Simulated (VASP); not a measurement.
Set up this calculation in VASP 6.6.1, as the native input.

* Task: single point
* Functional: BLYP
* Potentials or basis: VASP PAW PBE potentials, release 64 (Se)
* Cutoff: 520 eV
* k mesh: 13 × 13 × 13
* Occupations: fermi-dirac, width 0.1 eV
* Spin: no spin polarisation
* Dipole correction: no
* Further INCAR settings: ALGO = Normal; EDIFF = 1e-07; NBANDS = 9

The structure of Se lies in POSCAR:

```
Se
1.0
   -1.7834629084      1.7834629084      1.7834629084
    1.7834629084     -1.7834629084      1.7834629084
    1.7834629084      1.7834629084     -1.7834629084
Se
1
Direct
    0.0000000000      0.0000000000      0.0000000000
```

One way to write it, as run:

INCAR

```
SYSTEM = Se
AGGAC = 1.0
AGGAX = 1.0
ALDAC = 0.0
ALDAX = 1.0
ALGO = Normal
EDIFF = 1E-7
ENCUT = 520
GGA = B5
ISIF = 2
ISMEAR = -1
LASPH = .TRUE.
LCHARG = .FALSE.
LREAL = .FALSE.
LWAVE = .FALSE.
NBANDS = 9
NELM = 60
PREC = Accurate
SIGMA = 0.1
```

KPOINTS

```
k-points
0
G
  13 13 13
  0 0 0
```

Potentials or basis: VASP PAW PBE potentials, release 64 (Se).

Run with:

```console
$ cat potpaw_PBE.64/Se/POTCAR > POTCAR
$ mpirun -np 1 vasp_std > vasp.out
```

Results of the run:

```yaml
Pressure: 0.1 GPa
Band_gap_on_the_k_mesh: zero (band 3 reaches 6.98 eV, above the bottom of band 4 at 1.88 eV)
```

Caveat: the PAW data sets were made with another functional, which shifts forces and pressure a little.

Wall time 6.9 s on 1 thread of Intel(R) Xeon(R) 6975P-C (Granite Rapids), on a shared host, peak memory 0.14 GiB.
